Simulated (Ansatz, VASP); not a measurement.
HfSiO4 in VASP and in Ansatz

Contents of POSCAR:

```
HfSiO4
1.0
    5.0321402187      0.0000000000      0.0964760926
    0.0000000000      4.7723069552      0.0000000000
   -0.7667580942      0.0000000000      4.9340114173
Hf Si O
2 2 8
Direct
    0.2887790970      0.4817724937      0.4730116782
    0.7112209030      0.9817724937      0.5269883218
    0.8006224161      0.4658669670      0.0592444393
    0.1993775839     -0.0341330330      0.9407555607
    0.4087608717      0.8086279514      0.7313880145
    0.5912391283      0.3086279514      0.2686119855
    0.6139615765      0.3250031211      0.7836831674
    0.3860384235      0.8250031211      0.2163168326
    0.0710886382      0.2486167750      0.1220964153
    0.9289113618      0.7486167750      0.8779035847
    0.9123077291      0.6701126917      0.3479761089
    0.0876922709      0.1701126917      0.6520238911
```

Contents of INCAR.step1:

```
SYSTEM = HfSiO4
PREC = Accurate
ENCUT = 520
ISMEAR = 0
SIGMA = 0.01
LREAL = .False.
LASPH = .True.
NELM = 100
NBANDS = 50
GGA = PE
ALGO = Normal
EDIFF = 1E-4
LWAVE = .True.
LCHARG = .False.
```

File INCAR.step2:

```
SYSTEM = HfSiO4
PREC = Accurate
ENCUT = 520
EDIFF = 1E-7
ISMEAR = 0
SIGMA = 0.01
LREAL = .False.
LASPH = .True.
NELM = 100
ALGO = Normal
ISIF = 2
LWAVE = .False.
LCHARG = .False.
METAGGA = R2SCAN
LMIXTAU = .True.
NBANDS = 50
ISTART = 1
```

The input KPOINTS:

```
regular mesh
0
Gamma
  6 6 6
  0 0 0
```

Input for Ansatz:

```yaml
crystal:
  lattice:
    - [5.0321402187, 0.0, 0.0964760926]
    - [0.0, 4.7723069552, 0.0]
    - [-0.7667580942, 0.0, 4.9340114173]
  atoms:
    - { symbol: Hf, position: [0.288779097, 0.4817724937, 0.4730116782] }
    - { symbol: Hf, position: [0.711220903, 0.9817724937, 0.5269883218] }
    - { symbol: Si, position: [0.8006224161, 0.465866967, 0.0592444393] }
    - { symbol: Si, position: [0.1993775839, -0.034133033, 0.9407555607] }
    - { symbol: O, position: [0.4087608717, 0.8086279514, 0.7313880145] }
    - { symbol: O, position: [0.5912391283, 0.3086279514, 0.2686119855] }
    - { symbol: O, position: [0.6139615765, 0.3250031211, 0.7836831674] }
    - { symbol: O, position: [0.3860384235, 0.8250031211, 0.2163168326] }
    - { symbol: O, position: [0.0710886382, 0.248616775, 0.1220964153] }
    - { symbol: O, position: [0.9289113618, 0.748616775, 0.8779035847] }
    - { symbol: O, position: [0.9123077291, 0.6701126917, 0.3479761089] }
    - { symbol: O, position: [0.0876922709, 0.1701126917, 0.6520238911] }
kpoints:
  mp_grid: { grid: [6, 6, 6] }
  band_path:
    path:
      - [0.0, 0.0, 0.0]
      - [0.0, -0.5, 0.0]
      - [0.5, -0.5, 0.0]
      - [0.5, 0.0, 0.0]
      - [0.5, 0.0, -0.5]
      - [0.5, -0.5, -0.5]
      - [0.0, -0.5, -0.5]
      - [0.0, 0.0, -0.5]
    npoints: 1
hamiltonian:
  xc: r2scan
scf:
  occupations: { method: fixed }
  n_extra_bands: 7
output:
  forces: true
  stress: true
  eigenvalues: true
```

Alike in both runs: task single point; functional r2SCAN; k mesh 6 × 6 × 6; no spin polarisation.

|  | VASP | Ansatz |
| --- | --- | --- |
| version | VASP 6.6.1 | Ansatz 0.2.0 |
| potentials or method | VASP PAW PBE potentials, release 64 (Hf_pv, Si, O) | plane waves, PAW |
| plane-wave cutoff (eV) | 520 | 500 |
| occupations | gaussian, width 0.01 eV | fixed |
| valence electrons in the cell | 76 | 108 |

VASP gave:

* gap on the k mesh at the Fermi level (eV): 3.29
* pressure (GPa): -1.8
* traceless stress, the component that is largest in VASP (GPa): 0.20
* rms of the force components (eV/Å): 0.089

**Question.** Estimate Ansatz's values.

**Answer.** gap on the k mesh at the Fermi level (eV): 3.33; pressure (GPa): 0.0; traceless stress, the component that is largest in VASP (GPa): 0.00; rms of the force components (eV/Å): 0.002.

VASP's potentials were made for PBE, not for r2SCAN. Atom by atom the forces differ by 0.088 eV/Å (rms over components). VASP's potentials hold 76 valence electrons a cell and Ansatz's 108, so a difference there can come from the potentials and not from the codes.

Spin-orbit coupling is off throughout.
